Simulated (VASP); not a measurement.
Input of a VASP 6.6.1 run:

The input INCAR:

```
ALGO = Normal
EDIFF = 1E-8
ENCUT = 520
GGA = PS
ISIF = 2
ISMEAR = 0
LASPH = T
LCHARG = F
LEFG = T
LREAL = F
LWAVE = F
NBANDS = 40
NELM = 100
PREC = Accurate
SIGMA = 0.01
```

KPOINTS

```
k-points
0
Gamma
  6 8 4
```

The input POSCAR:

```
ZrO3
1.0
    4.0566336668      0.0000000000      0.0105776698
    0.0000000000      3.2376459018      0.0000000000
   -0.9130892143      0.0000000000      7.3833746773
Zr O
2 6
Direct
    0.2842206351      0.7500000000      0.6557035395
    0.7157793649      0.2500000000      0.3442964605
    0.8621166585      0.7500000000      0.1840410762
    0.1378833415      0.2500000000      0.8159589238
    0.2403307931      0.2500000000      0.4556612571
    0.7596692069      0.7500000000      0.5443387429
    0.5011818200      0.2500000000      0.8164970471
    0.4988181800      0.7500000000      0.1835029529
```

Potentials or basis: VASP PAW PBE potentials, release 64 (Zr_sv, O).

Run with:

```bash
$ cat potpaw_PBE.64/Zr_sv/POTCAR potpaw_PBE.64/O/POTCAR > POTCAR
$ mpirun -np 1 vasp_std > vasp.out
```

(1) What does it give for the band gap on the k mesh?

(2) What does it give for the pressure?

## Answers

(1) 3.47 eV, indirect (least direct gap 3.54 eV).

(2) 0.8 GPa.

Caveat: without QUAD_EFG the Cq values of the log hold for a quadrupole moment of 1 mb, not for the nuclei; the PAW data sets were made with another functional, which shifts forces and pressure a little.
